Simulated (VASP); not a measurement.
# Ti4N3O (Pm-3m) in VASP: notebook

Runs on Ti4N3O. Level: PBE. Tasks: single point.

Program: VASP 6.6.1. These are calculated values, not measurements. Logs are shortened: lines on timing, memory, paths and dates and some standing lists are left out, and cuts for length are marked.

## (1) The cell of the first run

The structure is cubic, space group Pm-3m (No. 221). The conventional cell has a = 4.255 Å, b = 4.255 Å, c = 4.255 Å, α = 90.00°, β = 90.00°, γ = 90.00°. Ti (site symmetry m-3m) has 6 N at 2.13 Å within 2.8 Å. Within 2.8 Å of Ti (site symmetry 4/mmm) lie 4 N at 2.13 Å and 2 O at 2.13 Å. N (site symmetry 4/mmm) has 6 Ti at 2.13 Å within 2.8 Å. O (site symmetry m-3m) has 6 Ti at 2.13 Å within 2.8 Å.

## (2) Single point, PBE, collinear spin

File INCAR:

```
PREC = Accurate ; ENCUT = 520
EDIFF = 1E-6 ; ISMEAR = 0
SIGMA = 0.1 ; LREAL = F
LASPH = T ; NELM = 150
ALGO = Normal ; ISIF = 2
LWAVE = F ; LCHARG = F
ISPIN = 2 ; MAGMOM = 1 1 1 1 0 0 0 0
LORBIT = 11 ; LMAXMIX = 4
GGA = PE ; NBANDS = 48
```

File KPOINTS:

```
regular mesh
0
Gamma
  4 4 4
```

File POSCAR:

```
Ti4N3O
1.0
    4.2545000000      0.0000000000      0.0000000000
    0.0000000000      4.2545000000      0.0000000000
    0.0000000000      0.0000000000      4.2545000000
Ti N O
4 3 1
Direct
    0.0000000000      0.0000000000      0.0000000000
    0.5000000000      0.0000000000      0.5000000000
    0.0000000000      0.5000000000      0.5000000000
    0.5000000000      0.5000000000      0.0000000000
    0.0000000000      0.5000000000      0.0000000000
    0.5000000000      0.0000000000      0.0000000000
    0.0000000000      0.0000000000      0.5000000000
    0.5000000000      0.5000000000      0.5000000000
```

Potentials or basis: VASP PAW PBE potentials, release 64 (Ti_sv, N, O).

Run with:

```
$ cat potpaw_PBE.64/Ti_sv/POTCAR potpaw_PBE.64/N/POTCAR potpaw_PBE.64/O/POTCAR > POTCAR
$ mpirun -np 1 vasp_std > vasp.out
```

OUTCAR:

```text
PREC = Accurate
   ENCUT = 520
   EDIFF = 1E-6
   ISMEAR = 0
   LREAL = F
   LASPH = T
   NELM = 150
   ISIF = 2
   ISPIN = 2
   LORBIT = 11
   GGA = PE

 ion  position               nearest neighbor table
   1  0.000  0.000  0.000-   5 2.13   6 2.13   7 2.13   7 2.13   5 2.13   6 2.13
   2  0.500  0.000  0.500-   6 2.13   7 2.13   8 2.13   6 2.13   8 2.13   7 2.13
   3  0.000  0.500  0.500-   5 2.13   7 2.13   8 2.13   5 2.13   7 2.13   8 2.13
   4  0.500  0.500  0.000-   5 2.13   6 2.13   8 2.13   8 2.13   6 2.13   5 2.13
   5  0.000  0.500  0.000-   1 2.13   3 2.13   4 2.13   3 2.13   1 2.13   4 2.13
   6  0.500  0.000  0.000-   1 2.13   2 2.13   4 2.13   2 2.13   4 2.13   1 2.13
   7  0.000  0.000  0.500-   1 2.13   2 2.13   3 2.13   1 2.13   3 2.13   2 2.13
   8  0.500  0.500  0.500-   2 2.13   3 2.13   4 2.13   4 2.13   2 2.13   3 2.13

  LATTYP: Found a simple cubic cell.
 ALAT       =     4.2545000000

  Lattice vectors:

 A1 = (   4.2545000000,   0.0000000000,   0.0000000000)
 A2 = (   0.0000000000,   4.2545000000,   0.0000000000)
 A3 = (   0.0000000000,   0.0000000000,   4.2545000000)

Analysis of symmetry for initial positions (statically):
=====================================================================
 Subroutine PRICEL returns:
 Original cell was already a primitive cell.

 Routine SETGRP: Setting up the symmetry group for a
 simple cubic supercell.

 Subroutine GETGRP returns: Found 48 space group operations
 (whereof 48 operations were pure point group operations)
 out of a pool of 48 trial point group operations.

The static configuration has the point symmetry O_h .

Analysis of symmetry for dynamics (positions and initial velocities):
=====================================================================
 Subroutine PRICEL returns:
 Original cell was already a primitive cell.

 Routine SETGRP: Setting up the symmetry group for a
 simple cubic supercell.

 Subroutine GETGRP returns: Found 48 space group operations
 (whereof 48 operations were pure point group operations)
 out of a pool of 48 trial point group operations.

The dynamic configuration has the point symmetry O_h .

Analysis of structural, dynamic, and magnetic symmetry:
=====================================================================
 Subroutine PRICEL returns:
 Original cell was already a primitive cell.

 Routine SETGRP: Setting up the symmetry group for a
 simple cubic supercell.

 Subroutine GETGRP returns: Found 48 space group operations
 (whereof 48 operations were pure point group operations)
 out of a pool of 48 trial point group operations.

The overall configuration has the point symmetry O_h .

 Subroutine INISYM returns: Found 48 space group operations
 (whereof 48 operations are pure point group operations),
 and found     1 'primitive' translations

----------------------------------------------------------------------------------------

                                     Primitive cell

  volume of cell :      77.0097

  direct lattice vectors                    reciprocal lattice vectors
     4.254500000  0.000000000  0.000000000     0.235045246  0.000000000  0.000000000
     0.000000000  4.254500000  0.000000000     0.000000000  0.235045246  0.000000000
     0.000000000  0.000000000  4.254500000     0.000000000  0.000000000  0.235045246

  length of vectors
     4.254500000  4.254500000  4.254500000     0.235045246  0.235045246  0.235045246

  position of ions in fractional coordinates (direct lattice)
     0.000000000  0.000000000  0.000000000
     0.500000000  0.000000000  0.500000000
     0.000000000  0.500000000  0.500000000
     0.500000000  0.500000000  0.000000000
     0.000000000  0.500000000  0.000000000
     0.500000000  0.000000000  0.000000000
     0.000000000  0.000000000  0.500000000
     0.500000000  0.500000000  0.500000000

  ion indices of the primitive-cell ions
   primitive index   ion index
[... 47 lines left out ...]
   k-points           NKPTS =     10   k-points in BZ     NKDIM =     10   number of bands    NBANDS=     48
   number of dos      NEDOS =    301   number of ions     NIONS =      8
   total plane-waves  NPLWV =  32768
   dimension x,y,z NGX =    32 NGY =   32 NGZ =   32
   dimension x,y,z NGXF=    64 NGYF=   64 NGZF=   64
   ions per type =               4   3   1
   NGX,Y,Z   is equivalent  to a cutoff of  12.50, 12.50, 12.50 a.u.
   NGXF,Y,Z  is equivalent  to a cutoff of  25.01, 25.01, 25.01 a.u.
 SYSTEM =  unknown system
   PREC   = accura    normal or accurate (medium, high low for compatibility)
   ISTART =      0    job   : 0-new  1-cont  2-samecut
   ICHARG =      2    charge: 1-file 2-atom 10-const
   ISPIN  =      2    spin polarized calculation?
   LNONCOLLINEAR =      F non collinear calculations
   LSORBIT =      F    spin-orbit coupling
   LASPH  =      T    aspherical Exc in radial PAW
   ENCUT  =  520.0 eV  38.22 Ry    6.18 a.u.   7.91  7.91  7.91*2*pi/ulx,y,z
   NELM   =    150;   NELMIN=  2; NELMDL= -5     # of ELM steps
   EDIFF  = 0.1E-05   stopping-criterion for ELM
   LREAL  =      F    real-space projection
   EDIFFG = 0.1E-04   stopping-criterion for IOM
   NSW    =      0    number of steps for IOM
   IBRION =     -1    ionic relax: 0-MD 1-quasi-New 2-CG
   NFREE  =      0    steps in history (QN), initial steepest desc. (CG)
   ISIF   =      2    stress and relaxation
   ISYM   =      2    0-nonsym 1-usesym 2-fastsym
   POTIM  = 0.5000    time-step for ionic-motion
   TEBEG  =    0.0;   TEEND  =   0.0 temperature during run
   PSTRESS=    0.0 pullay stress
   NELECT =      69.0000    total number of electrons
   NUPDOWN=      -1.0000    fix difference up-down
   EMIN   =  10.00;   EMAX   =-10.00  energy-range for DOS
   EFERMI =   0.00;   METHOD = LEGACY
   ISMEAR =     0;   SIGMA  =   0.10  broadening in eV -4-tet -1-fermi 0-gaus
   EFERMI_NEDOS =   21; number of points for ismear=-14 and -15
   IALGO  =     38    algorithm
   IMIX   =      4    mixing-type and parameters
     AMIX     =   0.40;   BMIX     =  1.00
     AMIX_MAG =   1.60;   BMIX_MAG =  1.00
  volume/ion in A,a.u.               =       9.63        64.96
  Fermi-wavevector in a.u.,A,eV,Ry     =   1.578251  2.982461 33.890417  2.490875
  Thomas-Fermi vector in A             =   2.678810
   LORBIT       =     11    0 simple, 1 ext, 2 COOP (PROOUT), +10 PAW based schemes
   GGA     = PE    functional components
   LHFCALC =     F    Hartree Fock is set to
   AEXX    =    0.0000 exact exchange contribution
   IVDW    =     0    specifies the selected vdW correction
   LEPSILON=     F    determine dielectric tensor
   LRPA    =     F    only Hartree local field effects (RPA)
 spin polarized calculation
 Gauss-broadening in eV      SIGMA  =   0.10
  energy-cutoff  :      520.00
  volume of cell :       77.01
 maximum number of plane-waves:      2103
 NGX is ok and might be reduce to    32
   NGX = 15   NGY = 15   NGZ = 15

 number of electron      68.9999975 magnetization      -0.0000851

 number of electron      68.9999975 magnetization       0.0000145

 Free energy of the ion-electron system (eV)
  ---------------------------------------------------
  ext. energy  EPLUGINS =         0.00000000
  ---------------------------------------------------
  free energy    TOTEN  =       -76.53247220 eV

  energy without entropy =      -76.52016053  energy(sigma->0) =      -76.52631636

 E-fermi :  11.6323     XC(G=0): -12.9491

 val. band max:       11.4899874726   @ k =   0.5000   0.2500   0.2500
 cond. band min:      11.6619542125   @ k =   0.2500   0.2500   0.0000
 fundamental gap:      0.1719667399
 Fermi energy:        11.6322994446

 spin component 1

 k-point     1 :       0.0000    0.0000    0.0000
  band No.  band energies     occupation
      1     -46.4619      1.00000
      2     -46.3566      1.00000
      3     -46.3566      1.00000
      4     -46.2020      1.00000
      5     -22.9892      1.00000
      6     -22.9892      1.00000
[... 479 lines left out ...]
     45      15.9733      0.00000
     46      15.9733      0.00000
 Fermi energy:        11.6322994446

 spin component 2

 k-point     1 :       0.0000    0.0000    0.0000
  band No.  band energies     occupation
      1     -46.4619      1.00000
      2     -46.3566      1.00000
      3     -46.3566      1.00000
      4     -46.2020      1.00000
      5     -22.9892      1.00000
      6     -22.9892      1.00000
[... 479 lines left out ...]
     45      15.9733      0.00000
     46      15.9733      0.00000
 [bands above 46 left out]

------------------------ aborting loop because EDIFF is reached ----------------------------------------

  FORCE on cell =-STRESS in cart. coord.  units (eV):
  Direction    XX          YY          ZZ          XY          YZ          ZX
  --------------------------------------------------------------------------------------
  -------------------------------------------------------------------------------------
  Total        0.0114011      0.0114011      0.0114011      0.0000000     -0.0000000     -0.0000000
  in kB        0.2371987      0.2371987      0.2371987      0.0000000     -0.0000000     -0.0000000
  external PRESSURE =       0.2371987 kB  Pullay stress =       0.0000000 kB

 VOLUME and BASIS-vectors are now :
 -----------------------------------------------------------------------------
  energy-cutoff  :      520.00
  volume of cell :       77.01
      direct lattice vectors                 reciprocal lattice vectors
     4.254500000  0.000000000  0.000000000     0.235045246  0.000000000  0.000000000
     0.000000000  4.254500000  0.000000000     0.000000000  0.235045246  0.000000000
     0.000000000  0.000000000  4.254500000     0.000000000  0.000000000  0.235045246

 POSITION                                       TOTAL-FORCE (eV/Angst)
 -----------------------------------------------------------------------------------
      0.00000      0.00000      0.00000         0.000000      0.000000      0.000000
      2.12725      0.00000      2.12725         0.000000      0.000000      0.000000
      0.00000      2.12725      2.12725         0.000000      0.000000      0.000000
      2.12725      2.12725      0.00000         0.000000      0.000000      0.000000
      0.00000      2.12725      0.00000         0.000000      0.000000      0.000000
      2.12725      0.00000      0.00000         0.000000      0.000000      0.000000
      0.00000      0.00000      2.12725         0.000000      0.000000      0.000000
      2.12725      2.12725      2.12725         0.000000      0.000000      0.000000
 -----------------------------------------------------------------------------------
    total drift:                                0.000000     -0.000000     -0.000000

  FREE ENERGIE OF THE ION-ELECTRON SYSTEM (eV)
  ---------------------------------------------------
  free  energy   TOTEN  =       -76.5324721972 eV

  energy  without entropy=      -76.5201605323  energy(sigma->0) =      -76.52631636

 total charge

# of ion       s       p       d       tot
------------------------------------------
    1        2.180   6.222   1.969  10.372
    2        2.170   6.198   1.992  10.359
    3        2.170   6.198   1.992  10.359
    4        2.170   6.198   1.992  10.359
    5        1.244   2.502   0.000   3.746
    6        1.244   2.502   0.000   3.746
    7        1.244   2.502   0.000   3.746
    8        1.552   3.521   0.000   5.072
--------------------------------------------------
tot         13.974  35.841   7.945  57.759

 magnetization (x)

# of ion       s       p       d       tot
------------------------------------------
    1        0.000   0.000   0.000   0.000
    2        0.000   0.000   0.000   0.000
    3        0.000   0.000   0.000   0.000
    4        0.000   0.000   0.000   0.000
    5       -0.000  -0.000   0.000  -0.000
    6       -0.000  -0.000   0.000  -0.000
    7       -0.000  -0.000   0.000  -0.000
    8       -0.000  -0.000   0.000  -0.000
--------------------------------------------------
tot          0.000  -0.000   0.000   0.000
```

Run time: 78 s. Hardware: 1 thread of Intel Xeon Platinum 8488C (Sapphire Rapids), shared host; peak memory 0.22 GiB.

Results:

```
Free energy                                           : -76.5325 eV
Pressure                                              : 0.0 GPa
Net moment                                            : 0.00 μB per cell
Valence electrons inside the program's atomic spheres : Ti 10.37, 10.36 (each value once); N 3.75; O 5.07
```

Levels at points of the mesh, in eV from the Fermi level:
Spin up:
```
           k point  band 32  band 33  band 34  band 35  band 36  band 37
(0.00, 0.00, 0.00)    -3.28    -2.51    -2.51    -2.51    -0.84    -0.84
(0.50, 0.00, 0.00)    -3.42    -2.30    -2.12     0.23     0.23     0.67
(0.50, 0.50, 0.00)    -5.19     0.19     0.59     0.70     0.70     0.72
(0.50, 0.50, 0.50)    -5.56     1.24     1.24     1.24     1.35     1.35
```
Spin down:
```
           k point  band 30  band 31  band 32  band 33  band 34  band 35  band 36  band 37  band 38  band 39
(0.00, 0.00, 0.00)    -3.28    -3.28    -3.28    -2.51    -2.51    -2.51    -0.84    -0.84    -0.84     0.36
(0.50, 0.00, 0.00)    -4.29    -3.42    -3.42    -2.30    -2.12     0.23     0.23     0.67     0.67     0.80
(0.50, 0.50, 0.00)    -5.23    -5.23    -5.19     0.19     0.59     0.70     0.70     0.72     1.26     1.26
(0.50, 0.50, 0.50)    -5.63    -5.56    -5.56     1.24     1.24     1.24     1.35     1.35     1.35     1.48
```

Caveat: the k points lie up to 0.37 Å⁻¹ apart.

## (3) Single point, PBE, collinear spin

File INCAR:

```
SYSTEM = Ti4N3O
PREC = Accurate
ENCUT = 520
EDIFF = 1E-6
ISMEAR = 0
SIGMA = 0.1
LREAL = .FALSE.
LASPH = .TRUE.
NELM = 150
ALGO = Normal
ISIF = 2
LWAVE = .FALSE.
LCHARG = .FALSE.
ISPIN = 2
MAGMOM = 1 1 1 1 0 0 0 0
LORBIT = 11
LMAXMIX = 4
GGA = PE
NBANDS = 48
```

File KPOINTS:

```
regular mesh
0
G
  4 4 4
  0 0 0
```

POSCAR is that of step 2.

Potentials or basis: VASP PAW PBE potentials, release 64 (Ti_sv, N, O).

Run with:

```
$ cat potpaw_PBE.64/Ti_sv/POTCAR potpaw_PBE.64/N/POTCAR potpaw_PBE.64/O/POTCAR > POTCAR
$ mpirun -np 1 vasp_std > vasp.out
```

Wall time 77 s (1 thread of Intel Xeon Platinum 8488C (Sapphire Rapids), shared host); peak memory 0.23 GiB.

The run converged. Its results:

| Item | Value |
| --- | --- |
| Free energy | -76.5325 eV |
| Pressure | 0.0 GPa |
| Net moment | 0.00 μB per cell |
| Valence electrons inside the program's atomic spheres | Ti 10.37, 10.36 (each value once); N 3.75; O 5.07 |

Levels at points of the mesh, in eV from the Fermi level:
Spin up:
```tsv
k point	band 31	band 32	band 33	band 34	band 35	band 36	band 37	band 38
(0.00, 0.00, 0.00)	-3.28	-3.28	-2.51	-2.51	-2.51	-0.84	-0.84	-0.84
(0.50, 0.00, 0.00)	-3.42	-3.42	-2.30	-2.12	0.23	0.23	0.67	0.67
(0.50, 0.50, 0.00)	-5.23	-5.19	0.19	0.59	0.70	0.70	0.72	1.26
(0.50, 0.50, 0.50)	-5.56	-5.56	1.24	1.24	1.24	1.35	1.35	1.35
```
Spin down:
| k point | band 31 | band 32 | band 33 | band 34 | band 35 | band 36 | band 37 | band 38 |
| --- | --- | --- | --- | --- | --- | --- | --- | --- |
| (0.00, 0.00, 0.00) | -3.28 | -3.28 | -2.51 | -2.51 | -2.51 | -0.84 | -0.84 | -0.84 |
| (0.50, 0.00, 0.00) | -3.42 | -3.42 | -2.30 | -2.12 | 0.23 | 0.23 | 0.67 | 0.67 |
| (0.50, 0.50, 0.00) | -5.23 | -5.19 | 0.19 | 0.59 | 0.70 | 0.70 | 0.72 | 1.26 |
| (0.50, 0.50, 0.50) | -5.56 | -5.56 | 1.24 | 1.24 | 1.24 | 1.35 | 1.35 | 1.35 |

Caveat: the k points lie up to 0.37 Å⁻¹ apart.
